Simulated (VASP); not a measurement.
Wanted: the native input for a VASP 6.6.1 run.

```
Task                   : single point
Functional             : PBE
Dispersion             : D3(BJ)
Potentials or basis    : VASP PAW PBE potentials, release 64 (In_d, O)
Cutoff                 : 520 eV
k mesh                 : 12 × 12 × 4
Occupations            : gaussian, width 0.03 eV
Spin                   : no spin polarisation
Dipole correction      : no
Further INCAR settings : ALGO = Normal; EDIFF = 1e-06; NBANDS = 27
```

The structure of InO lies in POSCAR:

```
InO
1.0
    3.5509494950      0.0000000000      0.0000000000
   -1.7754747475      3.0752124702      0.0000000000
    0.0000000000      0.0000000000     15.0186097210
In O
2 2
Direct
    0.6666666667      0.3333333333      0.5900210000
    0.6666666667      0.3333333333      0.4099790000
    0.0000000000      0.0000000000      0.6398670000
    0.0000000000      0.0000000000      0.3601330000
```

This cell differs from its parent crystal: ratio of the length along z to the lengths across it x 0.92, volume and fractional coordinates fixed.

These files were run (other wordings do the same):

INCAR

```
SYSTEM = InO
ALGO     = Normal         ! electronic algorithm
EDIFF    = 1E-6           ! SCF threshold, eV
ENCUT    = 520            ! plane-wave cutoff, eV
GGA      = PE             ! functional
ISIF     = 2              ! what is computed and relaxed
ISMEAR   = 0              ! smearing method
IVDW     = 12             ! dispersion correction
LASPH    = .True.         ! aspherical terms in the spheres
LCHARG   = .False.        ! write CHGCAR
LREAL    = .False.        ! projectors in reciprocal space
LWAVE    = .False.        ! write WAVECAR
NBANDS   = 27             ! bands
NELM     = 80             ! most SCF steps
PREC     = Accurate       ! precision mode
SIGMA    = 0.03           ! smearing width, eV
```

KPOINTS

```
k-points
0
Gamma
  12 12 4
  0 0 0
```

Potentials or basis: VASP PAW PBE potentials, release 64 (In_d, O).

Run with:

```sh
$ cat potpaw_PBE.64/In_d/POTCAR potpaw_PBE.64/O/POTCAR > POTCAR
$ mpirun -np 1 vasp_std > vasp.out
```

It gave:

```yaml
Largest_force: 0.954 eV/Å
Band_gap_on_the_k_mesh: 0.43 eV (least direct gap 0.96 eV)
Dispersion_energy_per_atom: -0.138 eV
```

Caveat: there is no dipole correction, which matters where the two faces differ; semilocal functionals underestimate gaps, and a narrow one can read as zero; spin-orbit coupling is left out, which moves the levels of the heavy elements.

Run time: 7.6 min on 1 thread of Intel Xeon 8259CL, with other jobs on the host, peak memory 0.43 GiB.
